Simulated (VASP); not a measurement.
# InPd (Pmm2) in VASP: single point with PBE

Aim: the single point of InPd with PBE.

All numbers are computed with VASP 6.6.1; they aren't measurements. Logs are shortened: lines on timing, memory, paths and dates and some standing lists are left out, and cuts for length are marked.

**1. The cell of the first run**

The structure is orthorhombic, space group Pmm2 (No. 25). The conventional cell has a = 3.074 Å, b = 3.421 Å, c = 3.421 Å, α = 90.00°, β = 90.00°, γ = 90.00°. In (site symmetry mm2) has 8 Pd at 2.76 to 2.98 Å and 6 In at 3.07 to 3.42 Å within 3.6 Å. Pd (site symmetry mm2) has 8 In at 2.76 to 2.98 Å and 6 Pd at 3.07 to 3.42 Å within 3.6 Å.

**2. Single point, PBE (atoms displaced along a vibrational mode, the cell strained)**

INCAR reads:

```
SYSTEM = InPd
ALGO = Fast ; EDIFF = 1E-6
ENCUT = 520 ; GGA = PE
ISIF = 2 ; ISMEAR = 0
LASPH = .TRUE. ; LCHARG = .FALSE.
LREAL = .FALSE. ; LWAVE = .FALSE.
NBANDS = 18 ; NELM = 100
PREC = Accurate ; SIGMA = 0.15
```

KPOINTS reads:

```
k-points
0
G
  14 14 14
  0 0 0
```

POSCAR reads:

```
InPd
1.0
    3.4209478219      0.0000000000      0.0000000000
    0.0000000000      3.4209478219      0.0000000000
    0.0000000000      0.0000000000      3.0738951443
In Pd
1 1
Direct
   -0.0269202079      0.0000000000      0.0000000000
    0.5290445821      0.5000000000      0.5000000000
```

Potentials or basis: VASP PAW PBE potentials, release 64 (In_d, Pd).

The run is started by

```sh
> cat potpaw_PBE.64/In_d/POTCAR potpaw_PBE.64/Pd/POTCAR > POTCAR
> mpirun -np 1 vasp_std > vasp.out
```

OUTCAR:

```text
SYSTEM = InPd
   EDIFF = 1E-6
   ENCUT = 520
   GGA = PE
   ISIF = 2
   ISMEAR = 0
   LASPH = .TRUE.
   LREAL = .FALSE.
   NELM = 100
   PREC = Accurate

 ion  position               nearest neighbor table
   1  0.973  0.000  0.000-   2 2.76   2 2.76   2 2.76   2 2.76   2 2.98   2 2.98   2 2.98   2 2.98

   2  0.529  0.500  0.500-   1 2.76   1 2.76   1 2.76   1 2.76   1 2.98   1 2.98   1 2.98   1 2.98

  LATTYP: Found a simple tetragonal cell.
 ALAT       =     3.4209478219
 C/A-ratio  =     0.8985507246

  Lattice vectors:

 A1 = (   3.4209478219,   0.0000000000,   0.0000000000)
 A2 = (   0.0000000000,   3.4209478219,   0.0000000000)
 A3 = (   0.0000000000,   0.0000000000,   3.0738951443)

Analysis of symmetry for initial positions (statically):
=====================================================================
 Subroutine PRICEL returns:
 Original cell was already a primitive cell.

 Routine SETGRP: Setting up the symmetry group for a
 simple tetragonal supercell.

 Subroutine GETGRP returns: Found  4 space group operations
 (whereof  4 operations were pure point group operations)
 out of a pool of 16 trial point group operations.

The static configuration has the point symmetry C_2v.

Analysis of symmetry for dynamics (positions and initial velocities):
=====================================================================
 Subroutine PRICEL returns:
 Original cell was already a primitive cell.

 Routine SETGRP: Setting up the symmetry group for a
 simple tetragonal supercell.

 Subroutine GETGRP returns: Found  4 space group operations
 (whereof  4 operations were pure point group operations)
 out of a pool of 16 trial point group operations.

The dynamic configuration has the point symmetry C_2v.

 Subroutine INISYM returns: Found  4 space group operations
 (whereof  4 operations are pure point group operations),
 and found     1 'primitive' translations

----------------------------------------------------------------------------------------

                                     Primitive cell

  volume of cell :      35.9734

  direct lattice vectors                    reciprocal lattice vectors
     3.420947822  0.000000000  0.000000000     0.292316648  0.000000000  0.000000000
     0.000000000  3.420947822  0.000000000     0.000000000  0.292316648  0.000000000
     0.000000000  0.000000000  3.073895144     0.000000000  0.000000000  0.325320140

  length of vectors
     3.420947822  3.420947822  3.073895144     0.292316648  0.292316648  0.325320140

  position of ions in fractional coordinates (direct lattice)
     0.973079792  0.000000000  0.000000000
     0.529044582  0.500000000  0.500000000

  ion indices of the primitive-cell ions
   primitive index   ion index
                 1           1
                 2           2

----------------------------------------------------------------------------------------

 KPOINTS: k-points

Automatic generation of k-mesh.
 Grid dimensions read from file:
 generate k-points for:   14   14   14

 Generating k-lattice:

  Cartesian coordinates                     Fractional coordinates (reciprocal lattice)
     0.020879761  0.000000000  0.000000000     0.071428571  0.000000000  0.000000000
     0.000000000  0.020879761  0.000000000     0.000000000  0.071428571  0.000000000
     0.000000000  0.000000000  0.023237153     0.000000000  0.000000000  0.071428571

  Length of vectors
     0.020879761  0.020879761  0.023237153

  Shift w.r.t. Gamma in fractional coordinates (k-lattice)
     0.000000000  0.000000000  0.000000000

 Subroutine IBZKPT returns following result:
 ===========================================

 Found    512 irreducible k-points:

 Following reciprocal coordinates:
            Coordinates               Weight
  0.000000  0.000000  0.000000      1.000000
  0.071429  0.000000  0.000000      2.000000
  0.000000  0.071429  0.000000      2.000000
  0.142857  0.000000  0.000000      2.000000
  0.000000  0.142857  0.000000      2.000000
  0.214286  0.000000  0.000000      2.000000
[... 16 lines left out ...]
  0.357143  0.071429  0.000000      4.000000
 -0.071429  0.357143  0.000000      4.000000
 [... further k-points ...]
   k-points           NKPTS =    512   k-points in BZ     NKDIM =    512   number of bands    NBANDS=     18
   number of dos      NEDOS =    301   number of ions     NIONS =      2
   total plane-waves  NPLWV =  18816
   dimension x,y,z NGX =    28 NGY =   28 NGZ =   24
   dimension x,y,z NGXF=    56 NGYF=   56 NGZF=   48
   ions per type =               1   1
   NGX,Y,Z   is equivalent  to a cutoff of  13.61, 13.61, 12.98 a.u.
   NGXF,Y,Z  is equivalent  to a cutoff of  27.21, 27.21, 25.96 a.u.
 SYSTEM =  InPd
   PREC   = accura    normal or accurate (medium, high low for compatibility)
   ISTART =      0    job   : 0-new  1-cont  2-samecut
   ICHARG =      2    charge: 1-file 2-atom 10-const
   ISPIN  =      1    spin polarized calculation?
   LNONCOLLINEAR =      F non collinear calculations
   LSORBIT =      F    spin-orbit coupling
   LASPH  =      T    aspherical Exc in radial PAW
   ENCUT  =  520.0 eV  38.22 Ry    6.18 a.u.   6.36  6.36  5.72*2*pi/ulx,y,z
   NELM   =    100;   NELMIN=  2; NELMDL= -5     # of ELM steps
   EDIFF  = 0.1E-05   stopping-criterion for ELM
   LREAL  =      F    real-space projection
   EDIFFG = 0.1E-04   stopping-criterion for IOM
   NSW    =      0    number of steps for IOM
   IBRION =     -1    ionic relax: 0-MD 1-quasi-New 2-CG
   NFREE  =      0    steps in history (QN), initial steepest desc. (CG)
   ISIF   =      2    stress and relaxation
   ISYM   =      2    0-nonsym 1-usesym 2-fastsym
   POTIM  = 0.5000    time-step for ionic-motion
   TEBEG  =    0.0;   TEEND  =   0.0 temperature during run
   PSTRESS=    0.0 pullay stress
   NELECT =      23.0000    total number of electrons
   NUPDOWN=      -1.0000    fix difference up-down
   EMIN   =  10.00;   EMAX   =-10.00  energy-range for DOS
   EFERMI =   0.00;   METHOD = LEGACY
   ISMEAR =     0;   SIGMA  =   0.15  broadening in eV -4-tet -1-fermi 0-gaus
   EFERMI_NEDOS =   21; number of points for ismear=-14 and -15
   IALGO  =     68    algorithm
   IMIX   =      4    mixing-type and parameters
     AMIX     =   0.40;   BMIX     =  1.00
     AMIX_MAG =   1.60;   BMIX_MAG =  1.00
  volume/ion in A,a.u.               =      17.99       121.38
  Fermi-wavevector in a.u.,A,eV,Ry     =   1.410339  2.665154 27.062744  1.989056
  Thomas-Fermi vector in A             =   2.532303
   LORBIT       =      0    0 simple, 1 ext, 2 COOP (PROOUT), +10 PAW based schemes
   GGA     = PE    functional components
   LHFCALC =     F    Hartree Fock is set to
   AEXX    =    0.0000 exact exchange contribution
   IVDW    =     0    specifies the selected vdW correction
   LEPSILON=     F    determine dielectric tensor
   LRPA    =     F    only Hartree local field effects (RPA)
 non-spin polarized calculation
 RMM-DIIS sequential band-by-band and
 Gauss-broadening in eV      SIGMA  =   0.15
  energy-cutoff  :      520.00
  volume of cell :       35.97
 maximum number of plane-waves:       992
 NGX is ok and might be reduce to    28
   NGX = 13   NGY = 13   NGZ = 11

 number of electron      22.9999997 magnetization

 Free energy of the ion-electron system (eV)
  ---------------------------------------------------
  ext. energy  EPLUGINS =         0.00000000
  ---------------------------------------------------
  free energy    TOTEN  =        -8.65206694 eV

  energy without entropy =       -8.64360026  energy(sigma->0) =       -8.64783360

 E-fermi :  10.1280     XC(G=0): -12.0691

 val. band max:       10.1246676639   @ k =   0.5000   0.2857   0.4286
 cond. band min:      10.1283748509   @ k =  -0.3571   0.4286   0.4286
 fundamental gap:      0.0037071871
 Fermi energy:        10.1279580042

 k-point     1 :       0.0000    0.0000    0.0000
  band No.  band energies     occupation
      1      -4.9483      2.00000
      2      -4.7608      2.00000
      3      -4.4888      2.00000
      4      -4.4190      2.00000
      5      -4.4140      2.00000
      6       0.2248      2.00000
[... 10 lines left out ...]
     17      22.1832      0.00000
     18      25.3987      0.00000

 k-point     2 :       0.0714    0.0000    0.0000
  band No.  band energies     occupation
      1      -4.9446      2.00000
      2      -4.7504      2.00000
      3      -4.4921      2.00000
      4      -4.4180      2.00000
      5      -4.4171      2.00000
      6       0.2983      2.00000
[... 10 lines left out ...]
     17      22.1460      0.00000
     18      25.2741      0.00000

 k-point     3 :       0.0000    0.0714    0.0000
  band No.  band energies     occupation
      1      -4.9446      2.00000
      2      -4.7503      2.00000
      3      -4.4922      2.00000
      4      -4.4220      2.00000
      5      -4.4132      2.00000
      6       0.2988      2.00000
[... 10 lines left out ...]
     17      22.1478      0.00000
     18      25.2412      0.00000

 k-point     4 :       0.1429    0.0000    0.0000
  band No.  band energies     occupation
      1      -4.9348      2.00000
      2      -4.7205      2.00000
      3      -4.5011      2.00000
      4      -4.4258      2.00000
      5      -4.4152      2.00000
      6       0.5180      2.00000
[... 375 lines left out ...]
      4      -4.4568      2.00000
      5      -4.4086      2.00000
      6       1.4565      2.00000
[... 10 lines left out ...]
     17      22.4923      0.00000
     18      24.7351      0.00000

 k-point    23 :       0.3571    0.0714    0.0000
  band No.  band energies     occupation
      1      -4.8949      2.00000
      2      -4.5690      2.00000
      3      -4.5498      2.00000
      4      -4.4657      2.00000
      5      -4.4073      2.00000
      6       2.0613      2.00000
[... 10 lines left out ...]
     17      22.0968      0.00000
     18      24.0188      0.00000

 k-point    24 :      -0.0714    0.3571    0.0000
  band No.  band energies     occupation
      1      -4.8959      2.00000
      2      -4.5652      2.00000
      3      -4.5524      2.00000
      4      -4.4691      2.00000
      5      -4.4061      2.00000
      6       2.0775      2.00000
[... 10 lines left out ...]
     17      22.1790      0.00000
     18      24.0988      0.00000

 [... further k-points ...]

------------------------ aborting loop because EDIFF is reached ----------------------------------------

  FORCE on cell =-STRESS in cart. coord.  units (eV):
  Direction    XX          YY          ZZ          XY          YZ          ZX
  --------------------------------------------------------------------------------------
  -------------------------------------------------------------------------------------
  Total        0.0479462      0.3582781      1.2121431      0.0000000      0.0000000      0.0000000
  in kB        2.1354194     15.9569128     53.9861711      0.0000000      0.0000000      0.0000000
  external PRESSURE =      24.0261678 kB  Pullay stress =       0.0000000 kB

 VOLUME and BASIS-vectors are now :
 -----------------------------------------------------------------------------
  energy-cutoff  :      520.00
  volume of cell :       35.97
      direct lattice vectors                 reciprocal lattice vectors
     3.420947822  0.000000000  0.000000000     0.292316648  0.000000000  0.000000000
     0.000000000  3.420947822  0.000000000     0.000000000  0.292316648  0.000000000
     0.000000000  0.000000000  3.073895144     0.000000000  0.000000000  0.325320140

 POSITION                                       TOTAL-FORCE (eV/Angst)
 -----------------------------------------------------------------------------------
      3.32886      0.00000      0.00000         0.729410      0.000000      0.000000
      1.80983      1.71047      1.53695        -0.729410      0.000000      0.000000
 -----------------------------------------------------------------------------------
    total drift:                                0.000511     -0.000000     -0.000001

  FREE ENERGIE OF THE ION-ELECTRON SYSTEM (eV)
  ---------------------------------------------------
  free  energy   TOTEN  =        -8.6520669351 eV

  energy  without entropy=       -8.6436002606  energy(sigma->0) =       -8.64783360
```

It took 2.2 min on 1 thread of Intel Xeon 6975P-C (Granite Rapids), shared host; peak memory 0.43 GiB.

Results:

```yaml
Free_energy: -8.6521 eV
Pressure: 2.4 GPa
Largest_force: 0.729 eV/Å
Band_gap_on_the_k_mesh: zero (an odd number of electrons rules out a gap without spin polarisation)
```

Forces in eV/Å, atoms in the order of the input:
```
In   0.729  0.000  0.000
Pd  -0.729  0.000  0.000
```

Stress tensor (GPa, compression positive):
```
0.21 0.00 0.00
0.00 1.60 0.00
0.00 0.00 5.40
```

Caveat: the cell differs from its parent crystal (atoms displaced along a vibrational mode, the cell strained); the stress differs along the axes, from 0 to 5 GPa; spin-orbit coupling is left out, which moves the levels of the heavy elements.
